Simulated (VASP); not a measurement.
Here is a VASP 6.6.1 calculation.

File INCAR:

```
SYSTEM = Li3S2
PREC     = Accurate       ! precision mode
ENCUT    = 600            ! plane-wave cutoff, eV
EDIFF    = 1E-6           ! SCF threshold, eV
ISMEAR   = 0              ! smearing method
SIGMA    = 0.1            ! smearing width, eV
LREAL    = .False.        ! projectors in reciprocal space
LASPH    = .True.         ! aspherical terms in the spheres
NELM     = 100            ! most SCF steps
ALGO     = Normal         ! electronic algorithm
ISIF     = 3              ! what is computed and relaxed
LWAVE    = .False.        ! write WAVECAR
LCHARG   = .False.        ! write CHGCAR
GGA      = PE             ! functional
IBRION   = 2              ! ionic algorithm
NSW      = 90             ! ionic steps
EDIFFG   = -0.04          ! ionic threshold
```

KPOINTS

```
Automatic mesh
0
Gamma
  6 6 6
  0 0 0
```

The input POSCAR:

```
Li3S2
1.0
    3.3944849100      1.9598067700      2.7043033800
   -3.3944849100      1.9598067700      2.7043033800
    0.0000000000     -3.9196135500      2.7043033800
Li S
3 2
Direct
    0.0000000000      0.5000000000      0.0000000000
    0.0000000000      0.0000000000      0.5000000000
    0.5000000000      0.0000000000      0.0000000000
    0.8187567600      0.8187567600      0.8187567600
    0.1812432400      0.1812432400      0.1812432400
```

Potentials or basis: VASP PAW PBE potentials, release 64 (Li_sv, S).

The run is started by

```console
$ cat potpaw_PBE.64/Li_sv/POTCAR potpaw_PBE.64/S/POTCAR > POTCAR
$ mpirun -np 1 vasp_std > vasp.out
```

Task: Estimate the relaxed volume.

Result: 20.19 Å³/atom.

Task: What does it give for the relaxed cell?

Result: a = 4.833 Å, b = 4.833 Å, c = 4.833 Å, α = 103.86°, β = 103.86°, γ = 103.86°.

Step by step:
```csv
step,energy change (eV),largest force (eV/Å),pressure (GPa),volume (Å³)
1,0.0000,0.3131,14.05,107.94
3,-1.8306,0.0558,-0.47,143.19
5,-1.8313,0.0464,-0.10,141.39
7,-1.8423,0.0941,0.02,138.11
9,-1.8433,0.1423,0.07,137.12
11,-1.8538,0.1382,-0.70,136.50
13,-1.8592,0.1381,-0.75,135.52
15,-1.8871,0.1436,-1.02,131.05
17,-2.0448,0.3386,-1.94,112.90
19,-1.9471,0.8026,-1.01,111.75
21,-1.9290,0.9241,-0.81,109.21
23,-1.9210,0.9376,-0.67,106.40
25,-1.9185,0.9165,-0.61,105.50
27,-1.9155,0.7249,-0.40,102.87
29,-1.9253,0.8318,-0.53,104.24
31,-1.9605,0.7577,-0.52,103.97
33,-2.0735,0.5079,-0.40,102.87
35,-2.1883,0.1188,1.03,98.16
37,-2.1988,0.1388,0.57,99.35
39,-2.2041,0.0431,-0.10,101.01
41,-2.2043,0.0362,-0.10,100.97
```

Caveat: the cutoff is under 1.25 times the usual one of these potentials, so pressure, stress and relaxed cells hold a basis-set (Pulay) error.
